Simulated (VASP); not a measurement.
# Ta3Cu (I4/mmm) in VASP: further runs, part 2 of 2

VASP 6.6.1. The steps go on from the part before.

### 3 Single point, revPBE

The input, INCAR:

```
PREC = Accurate
ENCUT = 520
EDIFF = 1E-7
ISMEAR = -1
SIGMA = 0.05
LREAL = F
LASPH = T
NELM = 60
ALGO = Normal
ISIF = 2
LWAVE = F
LCHARG = F
GGA = RE
NBANDS = 30
```

The input, KPOINTS:

```
regular mesh
0
Gamma
  5 5 5
```

The input, POSCAR:

```
Ta3Cu
1.0
   -2.0065070000      2.0065070000      4.2081700000
    2.0065070000     -2.0065070000      4.2081700000
    2.0065070000      2.0065070000     -4.2081700000
Ta Cu
3 1
Direct
    0.5000000000      0.5000000000      0.0000000000
    0.2500000000      0.7500000000      0.5000000000
    0.7500000000      0.2500000000      0.5000000000
    0.0000000000      0.0000000000      0.0000000000
```

Potentials or basis: VASP PAW PBE potentials, release 64 (Ta_pv, Cu).

Run with:

```sh
$ cat potpaw_PBE.64/Ta_pv/POTCAR potpaw_PBE.64/Cu/POTCAR > POTCAR
$ mpirun -np 1 vasp_std > vasp.out
```

OUTCAR:

```text
PREC = Accurate
   ENCUT = 520
   EDIFF = 1E-7
   ISMEAR = -1
   LREAL = F
   LASPH = T
   NELM = 60
   ISIF = 2
   GGA = RE

 ion  position               nearest neighbor table
   1  0.500  0.500  0.000-   4 2.84   4 2.84   4 2.84   4 2.84   3 2.91   2 2.91   3 2.91   3 2.91
                             2 2.91   2 2.91   3 2.91   2 2.91
   2  0.250  0.750  0.500-   3 2.84   3 2.84   3 2.84   3 2.84   4 2.91   1 2.91   4 2.91   1 2.91
                             4 2.91   4 2.91   1 2.91   1 2.91
   3  0.750  0.250  0.500-   2 2.84   2 2.84   2 2.84   2 2.84   4 2.91   1 2.91   4 2.91   4 2.91
                             1 2.91   1 2.91   4 2.91   1 2.91
   4  0.000  0.000  0.000-   1 2.84   1 2.84   1 2.84   1 2.84   3 2.91   2 2.91   3 2.91   2 2.91
                             3 2.91   3 2.91   2 2.91   2 2.91

  LATTYP: Found a body centered tetragonal cell.
 ALAT       =     4.0130140000
 C/A-ratio  =     2.0972615595

  Lattice vectors:

 A1 = (  -2.0065070000,   2.0065070000,   4.2081700000)
 A2 = (   2.0065070000,  -2.0065070000,   4.2081700000)
 A3 = (   2.0065070000,   2.0065070000,  -4.2081700000)

Analysis of symmetry for initial positions (statically):
=====================================================================
 Subroutine PRICEL returns:
 Original cell was already a primitive cell.

 Routine SETGRP: Setting up the symmetry group for a
 body centered tetragonal supercell.

 Subroutine GETGRP returns: Found 16 space group operations
 (whereof 16 operations were pure point group operations)
 out of a pool of 16 trial point group operations.

The static configuration has the point symmetry D_4h.

Analysis of symmetry for dynamics (positions and initial velocities):
=====================================================================
 Subroutine PRICEL returns:
 Original cell was already a primitive cell.

 Routine SETGRP: Setting up the symmetry group for a
 body centered tetragonal supercell.
[... 119 lines left out ...]
   IALGO  =     38    algorithm
   IMIX   =      4    mixing-type and parameters
     AMIX     =   0.40;   BMIX     =  1.00
     AMIX_MAG =   1.60;   BMIX_MAG =  1.00
  volume/ion in A,a.u.               =      16.94       114.33
  Fermi-wavevector in a.u.,A,eV,Ry     =   1.417580  2.678837 27.341349  2.009532
  Thomas-Fermi vector in A             =   2.538795
   LORBIT       =      0    0 simple, 1 ext, 2 COOP (PROOUT), +10 PAW based schemes
   GGA     = RE    functional components
   LHFCALC =     F    Hartree Fock is set to
   AEXX    =    0.0000 exact exchange contribution
   IVDW    =     0    specifies the selected vdW correction
   LEPSILON=     F    determine dielectric tensor
   LRPA    =     F    only Hartree local field effects (RPA)
 non-spin polarized calculation
  energy-cutoff  :      520.00
  volume of cell :       67.77
 maximum number of plane-waves:      1863
 NGX is ok and might be reduce to    40
   NGX = 19   NGY = 19   NGZ = 19

 number of electron      43.9999994 magnetization

 Free energy of the ion-electron system (eV)
  ---------------------------------------------------
  ext. energy  EPLUGINS =         0.00000000
  ---------------------------------------------------
  free energy    TOTEN  =       -36.97366649 eV

  energy without entropy =      -36.95036230  energy(sigma->0) =      -36.96201440

 E-fermi :   6.1150     XC(G=0): -12.4319

 val. band max:        5.9432253562   @ k =   0.2000   0.0000   0.0000
 cond. band min:       6.1361040317   @ k =   0.0000   0.0000   0.0000
 fundamental gap:      0.1928786755
 Fermi energy:         6.1150269116

 k-point     1 :       0.0000    0.0000    0.0000
  band No.  band energies     occupation
      1     -28.5590      2.00000
      2     -28.4036      2.00000
      3     -28.4036      2.00000
      4     -28.2068      2.00000
      5     -28.2068      2.00000
      6     -28.0532      2.00000
[... 583 lines left out ...]
     29      11.3548      0.00000
     30      11.8685      0.00000

------------------------ aborting loop because EDIFF is reached ----------------------------------------

  FORCE on cell =-STRESS in cart. coord.  units (eV):
  Direction    XX          YY          ZZ          XY          YZ          ZX
  --------------------------------------------------------------------------------------
  -------------------------------------------------------------------------------------
  Total        1.4629258      1.4629258      0.9788407      0.0000000      0.0000000      0.0000000
  in kB       34.5858354     34.5858354     23.1413127      0.0000000      0.0000000      0.0000000
  external PRESSURE =      30.7709945 kB  Pullay stress =       0.0000000 kB

 VOLUME and BASIS-vectors are now :
 -----------------------------------------------------------------------------
  energy-cutoff  :      520.00
  volume of cell :       67.77
      direct lattice vectors                 reciprocal lattice vectors
    -2.006507000  2.006507000  4.208170000     0.000000000  0.249189263  0.118816493
     2.006507000 -2.006507000  4.208170000     0.249189263  0.000000000  0.118816493
     2.006507000  2.006507000 -4.208170000     0.249189263  0.249189263  0.000000000

 POSITION                                       TOTAL-FORCE (eV/Angst)
 -----------------------------------------------------------------------------------
      0.00000      0.00000      4.20817         0.000000     -0.000000      0.000000
      2.00651      0.00000      2.10408        -0.000000      0.000000      0.000000
      0.00000      2.00651      2.10408         0.000000      0.000000     -0.000000
      0.00000      0.00000      0.00000         0.000000     -0.000000      0.000000
 -----------------------------------------------------------------------------------
    total drift:                               -0.000000     -0.000000      0.000000

  FREE ENERGIE OF THE ION-ELECTRON SYSTEM (eV)
  ---------------------------------------------------
  free  energy   TOTEN  =       -36.9736664940 eV

  energy  without entropy=      -36.9503622993  energy(sigma->0) =      -36.96201440
```

OSZICAR:

```text
N       E                     dE             d eps       ncg     rms          rms(c)
[... 14 lines left out ...]
DAV:  15    -0.369771411718E+02    0.10152E-01   -0.86781E-03  1448   0.226E+00    0.461E-01
DAV:  16    -0.369747222820E+02    0.24189E-02   -0.39966E-03  1632   0.104E+00    0.251E-01
DAV:  17    -0.369739075547E+02    0.81473E-03   -0.11587E-03  1546   0.677E-01    0.121E-01
DAV:  18    -0.369737251608E+02    0.18239E-03   -0.35584E-04  1680   0.321E-01    0.606E-02
DAV:  19    -0.369736789800E+02    0.46181E-04   -0.72047E-05  1566   0.172E-01    0.275E-02
DAV:  20    -0.369736674626E+02    0.11517E-04   -0.25801E-05  1508   0.993E-02    0.858E-03
DAV:  21    -0.369736664428E+02    0.10198E-05   -0.61823E-06  1430   0.397E-02    0.184E-03
DAV:  22    -0.369736664940E+02   -0.51182E-07   -0.55488E-07  1180   0.682E-03
   1 F= -.36973666E+02 E0= -.36962014E+02  d E =-.233042E-01
```

stdout:

```text
POSCAR found type information on POSCAR TaCu
 POSCAR found :  2 types and       4 ions
 scaLAPACK will be used
 -----------------------------------------------------------------------------
|                                                                             |
|                                                                             |
|     You enforced a specific xc type in the INCAR file but a different       |
|     I HOPE YOU KNOW WHAT YOU ARE DOING!                                     |
|                                                                             |
 -----------------------------------------------------------------------------

 LDA part: xc-table for (Slater+PW92), standard interpolation
 POSCAR, INCAR and KPOINTS ok, starting setup
 FFT: planning ... GRIDC
 FFT: planning ... GRID_SOFT
 FFT: planning ... GRID
 WAVECAR not read
 entering main loop
```

Wall time 94 s (1 thread of Intel Xeon Platinum 8259CL at 2.50GHz (Skylake/Cascade Lake), shared host); peak memory 0.25 GiB.

Results:

| Item | Value |
| --- | --- |
| Free energy | -36.9737 eV |
| Pressure | 3.1 GPa |
| Band gap on the k mesh | zero (band 22 reaches 6.83 eV, above the bottom of band 23 at 5.92 eV) |

Caveat: the k points lie up to 0.44 Å⁻¹ apart; the PAW data sets were made with another functional, which shifts forces and pressure a little; spin-orbit coupling is left out, which moves the levels of the heavy elements.
